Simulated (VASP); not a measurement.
# SnSe in VASP: settings compared, part 2 of 3

VASP 6.6.1. The steps go on from the part before.

## 3. Single point, r2SCAN

This run uses another cell than the first one.

Input file POSCAR:

```
SnSe
1.0
    4.3137078980      0.0000000000      0.0000000000
    0.0000000000      4.3137078980      0.0000000000
    0.0000000000      0.0000000000     11.0634802918
Sn Se
2 2
Direct
    0.0000000000      0.5000000000      0.6277708900
    0.5000000000      0.0000000000      0.3722291100
    0.0000000000      0.5000000000      0.3839605100
    0.5000000000      0.0000000000      0.6160394900
```

Input file INCAR.step1:

```
SYSTEM = SnSe
PREC = Accurate
ENCUT = 520
ISMEAR = -1
SIGMA = 0.05
LREAL = .FALSE.
LASPH = .TRUE.
NELM = 80
NBANDS = 28
GGA = PE
ALGO = Normal
EDIFF = 1E-4
LWAVE = .TRUE.
LCHARG = .FALSE.
```

Input file INCAR.step2:

```
SYSTEM = SnSe
PREC = Accurate
ENCUT = 520
EDIFF = 1E-6
ISMEAR = -1
SIGMA = 0.05
LREAL = .FALSE.
LASPH = .TRUE.
NELM = 80
ALGO = Normal
ISIF = 2
LWAVE = .FALSE.
LCHARG = .FALSE.
METAGGA = R2SCAN
LMIXTAU = .TRUE.
NBANDS = 28
ISTART = 1
```

Input file KPOINTS:

```
Automatic mesh
0
G
  6 6 3
  0 0 0
```

Potentials or basis: VASP PAW PBE potentials, release 64 (Sn_d, Se).

On the command line:

```sh
$ cat potpaw_PBE.64/Sn_d/POTCAR potpaw_PBE.64/Se/POTCAR > POTCAR
$ cp INCAR.step1 INCAR
$ mpirun -np 1 vasp_std > vasp.out
$ cp INCAR.step2 INCAR
$ mpirun -np 1 vasp_std > vasp.out
```

OUTCAR:

```text
SYSTEM = SnSe
   PREC = Accurate
   ENCUT = 520
   EDIFF = 1E-6
   ISMEAR = -1
   LREAL = .FALSE.
   LASPH = .TRUE.
   NELM = 80
   ISIF = 2
   METAGGA = R2SCAN
   ISTART = 1

 ion  position               nearest neighbor table
   1  0.000  0.500  0.628-   3 2.70   4 3.05   4 3.05   4 3.05   4 3.05
   2  0.500  0.000  0.372-   4 2.70   3 3.05   3 3.05   3 3.05   3 3.05
   3  0.000  0.500  0.384-   1 2.70   2 3.05   2 3.05   2 3.05   2 3.05
   4  0.500  0.000  0.616-   2 2.70   1 3.05   1 3.05   1 3.05   1 3.05

  LATTYP: Found a simple tetragonal cell.
 ALAT       =     4.3137078980
 C/A-ratio  =     2.5647263453

  Lattice vectors:

 A1 = (   4.3137078980,   0.0000000000,   0.0000000000)
 A2 = (   0.0000000000,   4.3137078980,   0.0000000000)
 A3 = (   0.0000000000,   0.0000000000,  11.0634802918)

Analysis of symmetry for initial positions (statically):
=====================================================================
 Subroutine PRICEL returns:
 Original cell was already a primitive cell.

 Routine SETGRP: Setting up the symmetry group for a
 simple tetragonal supercell.

 Subroutine GETGRP returns: Found 16 space group operations
 (whereof  8 operations were pure point group operations)
 out of a pool of 16 trial point group operations.

The static configuration has the point symmetry D_2d.
 The point group associated with its full space group is D_4h.

Analysis of symmetry for dynamics (positions and initial velocities):
=====================================================================
 Subroutine PRICEL returns:
 Original cell was already a primitive cell.

 Routine SETGRP: Setting up the symmetry group for a
 simple tetragonal supercell.

 Subroutine GETGRP returns: Found 16 space group operations
 (whereof  8 operations were pure point group operations)
 out of a pool of 16 trial point group operations.

The dynamic configuration has the point symmetry D_2d.
[... 115 lines left out ...]
   EFERMI_NEDOS =   21; number of points for ismear=-14 and -15
   IALGO  =     38    algorithm
   IMIX   =      4    mixing-type and parameters
     AMIX     =   0.40;   BMIX     =  1.00
     AMIX_MAG =   1.60;   BMIX_MAG =  1.00
  volume/ion in A,a.u.               =      51.47       347.32
  Fermi-wavevector in a.u.,A,eV,Ry     =   0.948194  1.791826 12.232609  0.899071
  Thomas-Fermi vector in A             =   2.076359
   LORBIT       =      0    0 simple, 1 ext, 2 COOP (PROOUT), +10 PAW based schemes
   METAGGA = R2SCAN    functional components
   LHFCALC =     F    Hartree Fock is set to
   AEXX    =    0.0000 exact exchange contribution
   IVDW    =     0    specifies the selected vdW correction
   LEPSILON=     F    determine dielectric tensor
   LRPA    =     F    only Hartree local field effects (RPA)
 non-spin polarized calculation
  energy-cutoff  :      520.00
  volume of cell :      205.87
 maximum number of plane-waves:      5600
   NGX = 17   NGY = 17   NGZ = 41

 number of electron      40.0000013 magnetization

 Free energy of the ion-electron system (eV)
  ---------------------------------------------------
  ext. energy  EPLUGINS =         0.00000000
  ---------------------------------------------------
  free energy    TOTEN  =       -79.56652359 eV

  energy without entropy =      -79.56652358  energy(sigma->0) =      -79.56652358

 E-fermi :   1.1904     XC(G=0):  -6.1402

 val. band max:        0.3046493475   @ k =   0.3333   0.0000   0.3333
 cond. band min:       2.0990077324   @ k =   0.3333   0.0000   0.3333
 fundamental gap:      1.7943583848
 Fermi energy:         1.1904077018

 k-point     1 :       0.0000    0.0000    0.0000
  band No.  band energies     occupation
      1     -21.4476      2.00000
      2     -21.4427      2.00000
      3     -21.4426      2.00000
      4     -21.4361      2.00000
      5     -21.4172      2.00000
      6     -21.3883      2.00000
[... 609 lines left out ...]
     27       7.1884      0.00000
     28       7.1884      0.00000

------------------------ aborting loop because EDIFF is reached ----------------------------------------

  FORCE on cell =-STRESS in cart. coord.  units (eV):
  Direction    XX          YY          ZZ          XY          YZ          ZX
  --------------------------------------------------------------------------------------
  -------------------------------------------------------------------------------------
  Total       -0.6540221     -0.6540221     -0.6555156      0.0000000      0.0000000      0.0000000
  in kB       -5.0899061     -5.0899061     -5.1015294      0.0000000      0.0000000      0.0000000
  external PRESSURE =      -5.0937806 kB  Pullay stress =       0.0000000 kB

 VOLUME and BASIS-vectors are now :
 -----------------------------------------------------------------------------
  energy-cutoff  :      520.00
  volume of cell :      205.87
      direct lattice vectors                 reciprocal lattice vectors
     4.313707898  0.000000000  0.000000000     0.231819127  0.000000000  0.000000000
     0.000000000  4.313707898  0.000000000     0.000000000  0.231819127  0.000000000
     0.000000000  0.000000000 11.063480292     0.000000000  0.000000000  0.090387471

 POSITION                                       TOTAL-FORCE (eV/Angst)
 -----------------------------------------------------------------------------------
      0.00000      2.15685      6.94533        -0.000000      0.000000     -0.122185
      2.15685      0.00000      4.11815         0.000000     -0.000000      0.122185
      0.00000      2.15685      4.24794         0.000000     -0.000000      0.105893
      2.15685      0.00000      6.81554         0.000000     -0.000000     -0.105893
 -----------------------------------------------------------------------------------
    total drift:                                0.000000      0.000000      0.000000

  FREE ENERGIE OF THE ION-ELECTRON SYSTEM (eV)
  ---------------------------------------------------
  free  energy   TOTEN  =       -79.5665235892 eV

  energy  without entropy=      -79.5665235792  energy(sigma->0) =      -79.56652358
```

OUTCAR.step1:

```text
SYSTEM = SnSe
   PREC = Accurate
   ENCUT = 520
   ISMEAR = -1
   LREAL = .FALSE.
   LASPH = .TRUE.
   NELM = 80
[... 842 lines left out ...]
      2.15685      0.00000      4.11815         0.000000      0.000000     -0.018273
      0.00000      2.15685      4.24794        -0.000000      0.000000     -0.156242
      2.15685      0.00000      6.81554         0.000000      0.000000      0.156242
 -----------------------------------------------------------------------------------
    total drift:                                0.000000      0.000000      0.000000

  FREE ENERGIE OF THE ION-ELECTRON SYSTEM (eV)
  ---------------------------------------------------
  free  energy   TOTEN  =       -16.2583096804 eV

  energy  without entropy=      -16.2583095731  energy(sigma->0) =      -16.25830963
```

OSZICAR.step1:

```text
N       E                     dE             d eps       ncg     rms          rms(c)
DAV:   1     0.339947877483E+03    0.33995E+03   -0.18706E+04  1176   0.144E+03
DAV:   2     0.294285075190E+02   -0.31052E+03   -0.30209E+03  1224   0.353E+02
DAV:   3    -0.146543591031E+02   -0.44083E+02   -0.43181E+02  1364   0.142E+02
DAV:   4    -0.167406708910E+02   -0.20863E+01   -0.20773E+01  1364   0.332E+01
DAV:   5    -0.167978033581E+02   -0.57132E-01   -0.57122E-01  1488   0.576E+00    0.445E+00
DAV:   6    -0.162931265780E+02    0.50468E+00   -0.11624E+00  1508   0.534E+00    0.274E+00
DAV:   7    -0.162724262530E+02    0.20700E-01   -0.31279E-01  1396   0.216E+00    0.124E+00
DAV:   8    -0.162622065108E+02    0.10220E-01   -0.32506E-02  1284   0.118E+00    0.249E-01
DAV:   9    -0.162581064148E+02    0.41001E-02   -0.61520E-03  1320   0.459E-01    0.126E-01
DAV:  10    -0.162563469788E+02    0.17594E-02   -0.28444E-03  1048   0.202E-01    0.471E-02
DAV:  11    -0.162568696387E+02   -0.52266E-03   -0.13736E-03  1016   0.151E-01    0.578E-02
DAV:  12    -0.162581501686E+02   -0.12805E-02   -0.45646E-04   972   0.109E-01    0.148E-02
DAV:  13    -0.162583015276E+02   -0.15136E-03   -0.68857E-05   912   0.569E-02    0.118E-02
DAV:  14    -0.162583096804E+02   -0.81528E-05   -0.17690E-05   848   0.369E-02
   1 F= -.16258310E+02 E0= -.16258310E+02  d E =-.107327E-06
```

Run time: 9.7 min. Hardware: 1 thread of Intel Xeon 8259CL, shared host; peak memory 0.37 GiB.

What came out:

| Item | Value |
| --- | --- |
| Free energy | -79.5665 eV |
| Largest force | 0.122 eV/Å |
| Band gap on the k mesh | 1.79 eV |

Forces on the atoms (eV/Å):
```
Sn   0.000  0.000 -0.122
Sn   0.000  0.000  0.122
Se   0.000  0.000  0.106
Se   0.000  0.000 -0.106
```

Caveat: the PAW data sets were made with another functional, which shifts forces and pressure a little; spin-orbit coupling is left out, which moves the levels of the heavy elements.

## 4. Single point, r2SCAN

This run uses another cell than the first one.

Input file POSCAR:

```
SnSe
1.0
    4.3417197731      0.0000000000      0.0000000000
    0.0000000000      4.3417197731      0.0000000000
    0.0000000000      0.0000000000     11.1353230860
Sn Se
2 2
Direct
    0.0000000000      0.5000000000      0.6277708900
    0.5000000000      0.0000000000      0.3722291100
    0.0000000000      0.5000000000      0.3839605100
    0.5000000000      0.0000000000      0.6160394900
```

Input file INCAR.step1:

```
  PREC = Accurate
  ENCUT = 520
  ISMEAR = -1
  SIGMA = 0.05
  LREAL = False
  LASPH = True
  NELM = 100
  NBANDS = 28
  GGA = PE
  ALGO = Normal
  EDIFF = 1E-4
  LWAVE = True
  LCHARG = False
```

Input file INCAR.step2:

```
  PREC = Accurate
  ENCUT = 520
  EDIFF = 1E-7
  ISMEAR = -1
  SIGMA = 0.05
  LREAL = False
  LASPH = True
  NELM = 100
  ALGO = Normal
  ISIF = 2
  LWAVE = False
  LCHARG = False
  METAGGA = R2SCAN
  LMIXTAU = True
  NBANDS = 28
  ISTART = 1
```

Input file KPOINTS:

```
Automatic mesh
0
Gamma
  6 6 3
```

Potentials or basis: VASP PAW PBE potentials, release 64 (Sn_d, Se).

On the command line:

```sh
$ cat potpaw_PBE.64/Sn_d/POTCAR potpaw_PBE.64/Se/POTCAR > POTCAR
$ cp INCAR.step1 INCAR
$ mpirun -np 1 vasp_std > vasp.out
$ cp INCAR.step2 INCAR
$ mpirun -np 1 vasp_std > vasp.out
```

OUTCAR:

```text
PREC = Accurate
   ENCUT = 520
   EDIFF = 1E-7
   ISMEAR = -1
   LREAL = False
   LASPH = True
   NELM = 100
   ISIF = 2
   METAGGA = R2SCAN
   ISTART = 1

 ion  position               nearest neighbor table
   1  0.000  0.500  0.628-   3 2.71   4 3.07   4 3.07   4 3.07   4 3.07
   2  0.500  0.000  0.372-   4 2.71   3 3.07   3 3.07   3 3.07   3 3.07
   3  0.000  0.500  0.384-   1 2.71   2 3.07   2 3.07   2 3.07   2 3.07
   4  0.500  0.000  0.616-   2 2.71   1 3.07   1 3.07   1 3.07   1 3.07

  LATTYP: Found a simple tetragonal cell.
 ALAT       =     4.3417197731
 C/A-ratio  =     2.5647263453

  Lattice vectors:

 A1 = (   4.3417197731,   0.0000000000,   0.0000000000)
 A2 = (   0.0000000000,   4.3417197731,   0.0000000000)
 A3 = (   0.0000000000,   0.0000000000,  11.1353230860)

Analysis of symmetry for initial positions (statically):
=====================================================================
 Subroutine PRICEL returns:
 Original cell was already a primitive cell.

 Routine SETGRP: Setting up the symmetry group for a
 simple tetragonal supercell.

 Subroutine GETGRP returns: Found 16 space group operations
 (whereof  8 operations were pure point group operations)
 out of a pool of 16 trial point group operations.

The static configuration has the point symmetry D_2d.
 The point group associated with its full space group is D_4h.

Analysis of symmetry for dynamics (positions and initial velocities):
=====================================================================
 Subroutine PRICEL returns:
 Original cell was already a primitive cell.

 Routine SETGRP: Setting up the symmetry group for a
 simple tetragonal supercell.

[... 115 lines left out ...]
   NELECT =      40.0000    total number of electrons
   NUPDOWN=      -1.0000    fix difference up-down
   EMIN   =  10.00;   EMAX   =-10.00  energy-range for DOS
   EFERMI =   0.00;   METHOD = LEGACY
   ISMEAR =    -1;   SIGMA  =   0.05  broadening in eV -4-tet -1-fermi 0-gaus
   EFERMI_NEDOS =   21; number of points for ismear=-14 and -15
   IALGO  =     38    algorithm
   IMIX   =      4    mixing-type and parameters
     AMIX     =   0.40;   BMIX     =  1.00
     AMIX_MAG =   1.60;   BMIX_MAG =  1.00
  volume/ion in A,a.u.               =      52.48       354.13
  Fermi-wavevector in a.u.,A,eV,Ry     =   0.942076  1.780266 12.075273  0.887508
  Thomas-Fermi vector in A             =   2.069650
   LORBIT       =      0    0 simple, 1 ext, 2 COOP (PROOUT), +10 PAW based schemes
   METAGGA = R2SCAN    functional components
   LHFCALC =     F    Hartree Fock is set to
   AEXX    =    0.0000 exact exchange contribution
   IVDW    =     0    specifies the selected vdW correction
   LEPSILON=     F    determine dielectric tensor
   LRPA    =     F    only Hartree local field effects (RPA)
 non-spin polarized calculation
  energy-cutoff  :      520.00
  volume of cell :      209.91
 maximum number of plane-waves:      5696
   NGX = 17   NGY = 17   NGZ = 41

 number of electron      40.0000001 magnetization

 Free energy of the ion-electron system (eV)
  ---------------------------------------------------
  ext. energy  EPLUGINS =         0.00000000
  ---------------------------------------------------
  free energy    TOTEN  =       -79.54824761 eV

  energy without entropy =      -79.54824761  energy(sigma->0) =      -79.54824761

 E-fermi :   1.0529     XC(G=0):  -6.0732

 val. band max:        0.1601471055   @ k =   0.3333   0.0000   0.3333
 cond. band min:       1.9733095538   @ k =   0.3333   0.0000   0.3333
 fundamental gap:      1.8131624483
 Fermi energy:         1.0529445746

 k-point     1 :       0.0000    0.0000    0.0000
  band No.  band energies     occupation
      1     -21.5739      2.00000
      2     -21.5694      2.00000
      3     -21.5683      2.00000
      4     -21.5623      2.00000
      5     -21.5388      2.00000
      6     -21.5128      2.00000
[... 609 lines left out ...]
     27       6.9431      0.00000
     28       6.9431      0.00000

------------------------ aborting loop because EDIFF is reached ----------------------------------------

  FORCE on cell =-STRESS in cart. coord.  units (eV):
  Direction    XX          YY          ZZ          XY          YZ          ZX
  --------------------------------------------------------------------------------------
  -------------------------------------------------------------------------------------
  Total       -1.2975964     -1.2975964     -1.2774464      0.0000000      0.0000000      0.0000000
  in kB       -9.9043007     -9.9043007     -9.7504995      0.0000000      0.0000000      0.0000000
  external PRESSURE =      -9.8530336 kB  Pullay stress =       0.0000000 kB

 VOLUME and BASIS-vectors are now :
 -----------------------------------------------------------------------------
  energy-cutoff  :      520.00
  volume of cell :      209.91
      direct lattice vectors                 reciprocal lattice vectors
     4.341719773  0.000000000  0.000000000     0.230323478  0.000000000  0.000000000
     0.000000000  4.341719773  0.000000000     0.000000000  0.230323478  0.000000000
     0.000000000  0.000000000 11.135323086     0.000000000  0.000000000  0.089804309

 POSITION                                       TOTAL-FORCE (eV/Angst)
 -----------------------------------------------------------------------------------
      0.00000      2.17086      6.99043         0.000000      0.000000     -0.250216
      2.17086      0.00000      4.14489        -0.000000      0.000000      0.250216
      0.00000      2.17086      4.27552         0.000000      0.000000      0.203394
      2.17086      0.00000      6.85980         0.000000      0.000000     -0.203394
 -----------------------------------------------------------------------------------
    total drift:                                0.000000      0.000000      0.000000

  FREE ENERGIE OF THE ION-ELECTRON SYSTEM (eV)
  ---------------------------------------------------
  free  energy   TOTEN  =       -79.5482476148 eV

  energy  without entropy=      -79.5482476057  energy(sigma->0) =      -79.54824761
```

OUTCAR.step1:

```text
PREC = Accurate
   ENCUT = 520
   ISMEAR = -1
   LREAL = False
   LASPH = True
   NELM = 100
[... 842 lines left out ...]
      2.17086      0.00000      4.14489        -0.000000      0.000000      0.107726
      0.00000      2.17086      4.27552        -0.000000      0.000000     -0.055859
      2.17086      0.00000      6.85980         0.000000      0.000000      0.055859
 -----------------------------------------------------------------------------------
    total drift:                                0.000000      0.000000      0.000000

  FREE ENERGIE OF THE ION-ELECTRON SYSTEM (eV)
  ---------------------------------------------------
  free  energy   TOTEN  =       -16.2550935598 eV

  energy  without entropy=      -16.2550934611  energy(sigma->0) =      -16.25509351
```

It took 9.1 min on 1 thread of Intel Xeon 8259CL, shared host; peak memory 0.38 GiB.

What came out:

```yaml
Free_energy: -79.5482 eV
Largest_force: 0.250 eV/Å
Band_gap_on_the_k_mesh: 1.81 eV
```

Forces in eV/Å, atoms in the order of the input:
```
Sn   0.000  0.000 -0.250
Sn   0.000  0.000  0.250
Se   0.000  0.000  0.203
Se   0.000  0.000 -0.203
```

Caveat: the PAW data sets were made with another functional, which shifts forces and pressure a little; spin-orbit coupling is left out, which moves the levels of the heavy elements.

(Part 2 of 3 ends here.)
